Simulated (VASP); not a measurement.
# Sr (I4/mmm) in VASP: single point with PBE

Aim: the single point of Sr with PBE.

Program: VASP 6.6.1. These are calculated values, not measurements. Logs are shortened: lines on timing, memory, paths and dates and some standing lists are left out, and cuts for length are marked.

## 1. The cell of the first run

Symmetry: I4/mmm, No. 139, tetragonal system. The conventional cell has a = 4.233 Å, b = 4.233 Å, c = 6.286 Å, α = 90.00°, β = 90.00°, γ = 90.00°. Sr (site symmetry 4/mmm) has 12 Sr at 4.23 to 4.34 Å within 5.6 Å.

## 2. Single point, PBE

Contents of INCAR:

```
PREC = Accurate ; ENCUT = 520
EDIFF = 1E-7 ; ISMEAR = 0
SIGMA = 0.15 ; LREAL = False
LASPH = True ; NELM = 80
ALGO = Fast ; ISIF = 2
LWAVE = False ; LCHARG = False
GGA = PE ; NBANDS = 11
```

Contents of KPOINTS:

```
regular mesh
0
Gamma
  16 16 16
```

Contents of POSCAR:

```
Sr
1.0
    0.0000000000      2.9932712564      3.1429348193
    2.9932712564      0.0000000000      3.1429348193
    2.9932712564      2.9932712564      0.0000000000
Sr
1
Direct
    0.0000000000      0.0000000000      0.0000000000
```

Potentials or basis: VASP PAW PBE potentials, release 64 (Sr_sv).

Started as:

```bash
cat potpaw_PBE.64/Sr_sv/POTCAR > POTCAR
mpirun -np 1 vasp_std > vasp.out
```

OUTCAR:

```text
PREC = Accurate
   ENCUT = 520
   EDIFF = 1E-7
   ISMEAR = 0
   LREAL = False
   LASPH = True
   NELM = 80
   ISIF = 2
   GGA = PE

 ion  position               nearest neighbor table
   1  0.000  0.000  0.000-

  LATTYP: Found a body centered tetragonal cell.
 ALAT       =     4.2331248067
 C/A-ratio  =     1.4849242405

  Lattice vectors:

 A1 = (  -2.9932712564,   0.0000000000,   3.1429348193)
 A2 = (   2.9932712564,   0.0000000000,   3.1429348193)
 A3 = (   0.0000000000,   2.9932712564,  -3.1429348193)

Analysis of symmetry for initial positions (statically):
=====================================================================
 Subroutine PRICEL returns:
 Original cell was already a primitive cell.

 Routine SETGRP: Setting up the symmetry group for a
 body centered tetragonal supercell.

 Subroutine GETGRP returns: Found 16 space group operations
 (whereof 16 operations were pure point group operations)
 out of a pool of 16 trial point group operations.

The static configuration has the point symmetry D_4h.

Analysis of symmetry for dynamics (positions and initial velocities):
=====================================================================
 Subroutine PRICEL returns:
 Original cell was already a primitive cell.

 Routine SETGRP: Setting up the symmetry group for a
 body centered tetragonal supercell.

 Subroutine GETGRP returns: Found 16 space group operations
 (whereof 16 operations were pure point group operations)
 out of a pool of 16 trial point group operations.

The dynamic configuration has the point symmetry D_4h.

 Subroutine INISYM returns: Found 16 space group operations
 (whereof 16 operations are pure point group operations),
 and found     1 'primitive' translations

----------------------------------------------------------------------------------------

                                     Primitive cell

  volume of cell :      56.3193

  direct lattice vectors                    reciprocal lattice vectors
     0.000000000  2.993271256  3.142934819    -0.167041326  0.167041326  0.159086977
     2.993271256  0.000000000  3.142934819     0.167041326 -0.167041326  0.159086977
     2.993271256  2.993271256  0.000000000     0.167041326  0.167041326 -0.159086977

  length of vectors
     4.340243322  4.340243322  4.233124807     0.284805680  0.284805680  0.284805680

  position of ions in fractional coordinates (direct lattice)
[... 83 lines left out ...]
   ISIF   =      2    stress and relaxation
   ISYM   =      2    0-nonsym 1-usesym 2-fastsym
   POTIM  = 0.5000    time-step for ionic-motion
   TEBEG  =    0.0;   TEEND  =   0.0 temperature during run
   PSTRESS=    0.0 pullay stress
   NELECT =      10.0000    total number of electrons
   NUPDOWN=      -1.0000    fix difference up-down
   EMIN   =  10.00;   EMAX   =-10.00  energy-range for DOS
   EFERMI =   0.00;   METHOD = LEGACY
   ISMEAR =     0;   SIGMA  =   0.15  broadening in eV -4-tet -1-fermi 0-gaus
   EFERMI_NEDOS =   21; number of points for ismear=-14 and -15
   IALGO  =     68    algorithm
   IMIX   =      4    mixing-type and parameters
     AMIX     =   0.40;   BMIX     =  1.00
     AMIX_MAG =   1.60;   BMIX_MAG =  1.00
  volume/ion in A,a.u.               =      56.32       380.06
  Fermi-wavevector in a.u.,A,eV,Ry     =   0.920144  1.738819 11.519569  0.846664
  Thomas-Fermi vector in A             =   2.045416
   LORBIT       =      0    0 simple, 1 ext, 2 COOP (PROOUT), +10 PAW based schemes
   GGA     = PE    functional components
   LHFCALC =     F    Hartree Fock is set to
   AEXX    =    0.0000 exact exchange contribution
   IVDW    =     0    specifies the selected vdW correction
   LEPSILON=     F    determine dielectric tensor
   LRPA    =     F    only Hartree local field effects (RPA)
 non-spin polarized calculation
 RMM-DIIS sequential band-by-band and
 Gauss-broadening in eV      SIGMA  =   0.15
  energy-cutoff  :      520.00
  volume of cell :       56.32
 maximum number of plane-waves:      1534
   NGX = 17   NGY = 17   NGZ = 15

 number of electron      10.0000000 magnetization

 Free energy of the ion-electron system (eV)
  ---------------------------------------------------
  ext. energy  EPLUGINS =         0.00000000
  ---------------------------------------------------
  free energy    TOTEN  =        -1.64241851 eV

  energy without entropy =       -1.62695571  energy(sigma->0) =       -1.63468711

 E-fermi :   1.4986     XC(G=0):  -7.2788

 val. band max:        1.4972549955   @ k =  -0.3125   0.4375   0.1875
 cond. band min:       1.4997331689   @ k =  -0.3125   0.1875   0.4375
 fundamental gap:      0.0024781733
 Fermi energy:         1.4986479743

 k-point     1 :       0.0000    0.0000    0.0000
  band No.  band energies     occupation
      1     -35.1660      2.00000
      2     -17.0601      2.00000
      3     -17.0558      2.00000
      4     -17.0558      2.00000
      5      -2.1053      2.00000
      6       3.6570      0.00000
      7       3.9133      0.00000
      8       3.9133      0.00000
      9       5.0258      0.00000
     10       5.4445      0.00000
     11       8.5520      0.00000
[... 309 lines left out ...]
 k-point    24 :      -0.0625    0.0625    0.0000
  band No.  band energies     occupation
      1     -35.1647      2.00000
      2     -17.0747      2.00000
      3     -17.0647      2.00000
      4     -17.0565      2.00000
      5      -1.9365      2.00000
      6       3.6337      0.00000
      7       3.7279      0.00000
      8       3.9995      0.00000
      9       5.0508      0.00000
     10       5.2372      0.00000
     11       8.9815      0.00000

 [... further k-points ...]

------------------------ aborting loop because EDIFF is reached ----------------------------------------

  FORCE on cell =-STRESS in cart. coord.  units (eV):
  Direction    XX          YY          ZZ          XY          YZ          ZX
  --------------------------------------------------------------------------------------
  -------------------------------------------------------------------------------------
  Total       -0.0652949     -0.0652949     -0.1734503      0.0000000      0.0000000     -0.0000000
  in kB       -1.8575136     -1.8575136     -4.9343291      0.0000000      0.0000000     -0.0000000
  external PRESSURE =      -2.8831188 kB  Pullay stress =       0.0000000 kB

 VOLUME and BASIS-vectors are now :
 -----------------------------------------------------------------------------
  energy-cutoff  :      520.00
  volume of cell :       56.32
      direct lattice vectors                 reciprocal lattice vectors
     0.000000000  2.993271256  3.142934819    -0.167041326  0.167041326  0.159086977
     2.993271256  0.000000000  3.142934819     0.167041326 -0.167041326  0.159086977
     2.993271256  2.993271256  0.000000000     0.167041326  0.167041326 -0.159086977

 POSITION                                       TOTAL-FORCE (eV/Angst)
 -----------------------------------------------------------------------------------
      0.00000      0.00000      0.00000         0.000000      0.000000      0.000000
 -----------------------------------------------------------------------------------
    total drift:                                0.000000      0.000000      0.000000

  FREE ENERGIE OF THE ION-ELECTRON SYSTEM (eV)
  ---------------------------------------------------
  free  energy   TOTEN  =        -1.6424185105 eV

  energy  without entropy=       -1.6269557095  energy(sigma->0) =       -1.63468711
```

OSZICAR:

```text
N       E                     dE             d eps       ncg     rms          rms(c)
DAV:   1     0.362182153624E+02    0.36218E+02   -0.47621E+03  7678   0.781E+02
DAV:   2     0.119035487859E+00   -0.36099E+02   -0.35448E+02  8944   0.150E+02
DAV:   3    -0.156372995490E+01   -0.16828E+01   -0.16642E+01 11772   0.241E+01
DAV:   4    -0.163847873591E+01   -0.74749E-01   -0.74590E-01  9948   0.450E+00
DAV:   5    -0.163977933872E+01   -0.13006E-02   -0.13005E-02 10972   0.497E-01    0.111E+01
RMM:   6    -0.164133911679E+01   -0.15598E-02   -0.63625E-03  8119   0.932E-01    0.629E+00
RMM:   7    -0.164226744098E+01   -0.92832E-03   -0.12544E-02  8555   0.136E+00    0.281E-01
RMM:   8    -0.164232593733E+01   -0.58496E-04   -0.22713E-03 10382   0.352E-01    0.598E-02
RMM:   9    -0.164239620887E+01   -0.70272E-04   -0.47796E-04 12269   0.101E-01    0.443E-02
RMM:  10    -0.164241878724E+01   -0.22578E-04   -0.79682E-05 11397   0.522E-02    0.545E-02
RMM:  11    -0.164241742903E+01    0.13582E-05   -0.39083E-05 11909   0.339E-02    0.580E-03
RMM:  12    -0.164241812615E+01   -0.69711E-06   -0.51550E-06 12768   0.105E-02    0.552E-03
RMM:  13    -0.164241845868E+01   -0.33253E-06   -0.12288E-06 11531   0.612E-03    0.906E-04
RMM:  14    -0.164241851052E+01   -0.51846E-07   -0.47559E-07  9619   0.288E-03
   1 F= -.16424185E+01 E0= -.16346871E+01  d E =-.154628E-01
```

stdout:

```text
POSCAR found type information on POSCAR Sr
 POSCAR found :  1 types and       1 ions
 scaLAPACK will be used
 LDA part: xc-table for (Slater+PW92), standard interpolation
 POSCAR, INCAR and KPOINTS ok, starting setup
 FFT: planning ... GRIDC
 FFT: planning ... GRID_SOFT
 FFT: planning ... GRID
 WAVECAR not read
 entering main loop
WARNING in EDDRMM: call to ZHEGV failed, returncode =   8  4     11
WARNING in EDDRMM: call to ZHEGV failed, returncode =   8  4      5
WARNING in EDDRMM: call to ZHEGV failed, returncode =   8  4      5
WARNING in EDDRMM: call to ZHEGV failed, returncode =   6  3      7
WARNING in EDDRMM: call to ZHEGV failed, returncode =   8  4      6
WARNING in EDDRMM: call to ZHEGV failed, returncode =   8  4      6
WARNING in EDDRMM: call to ZHEGV failed, returncode =   8  4      5
WARNING in EDDRMM: call to ZHEGV failed, returncode =   8  4      6
WARNING in EDDRMM: call to ZHEGV failed, returncode =   6  3      6
WARNING in EDDRMM: call to ZHEGV failed, returncode =   6  3      5
WARNING in EDDRMM: call to ZHEGV failed, returncode =   8  4      7
WARNING in EDDRMM: call to ZHEGV failed, returncode =   8  4      8
WARNING in EDDRMM: call to ZHEGV failed, returncode =   8  4      6
WARNING in EDDRMM: call to ZHEGV failed, returncode =   8  4      7
WARNING in EDDRMM: call to ZHEGV failed, returncode =   8  4      6
WARNING in EDDRMM: call to ZHEGV failed, returncode =   6  3      6
WARNING in EDDRMM: call to ZHEGV failed, returncode =   6  3      6
WARNING in EDDRMM: call to ZHEGV failed, returncode =   6  3      8
WARNING in EDDRMM: call to ZHEGV failed, returncode =   8  4      7
WARNING in EDDRMM: call to ZHEGV failed, returncode =   6  3      5
WARNING in EDDRMM: call to ZHEGV failed, returncode =   6  3      6
WARNING in EDDRMM: call to ZHEGV failed, returncode =   8  4      8
```

Wall time 2.5 min (1 thread of Intel Xeon Platinum 8488C (Sapphire Rapids), shared host); peak memory 0.34 GiB.

What came out:

```
Free energy            : -1.6424 eV
Pressure               : -0.3 GPa
Band gap on the k mesh : zero (band 5 reaches 1.60 eV, above the bottom of band 6 at 1.50 eV)
```

Levels at points of the mesh, in eV from the Fermi level:
| k point | band 1 | band 2 | band 3 | band 4 | band 5 | band 6 | band 7 | band 8 | band 9 | band 10 |
| --- | --- | --- | --- | --- | --- | --- | --- | --- | --- | --- |
| (0.00, 0.00, 0.00) | -36.66 | -18.56 | -18.55 | -18.55 | -3.60 | 2.16 | 2.41 | 2.41 | 3.53 | 3.95 |
| (0.50, 0.00, 0.00) | -36.65 | -18.74 | -18.59 | -18.57 | -1.10 | 0.04 | 2.01 | 2.33 | 4.68 | 4.82 |
| (0.50, 0.50, 0.00) | -36.65 | -18.72 | -18.61 | -18.61 | -0.71 | 0.44 | 0.75 | 4.80 | 5.04 | 5.05 |
| (0.50, 0.00, 0.50) | -36.65 | -18.73 | -18.64 | -18.62 | -0.57 | 0.34 | 1.15 | 4.69 | 4.90 | 5.03 |
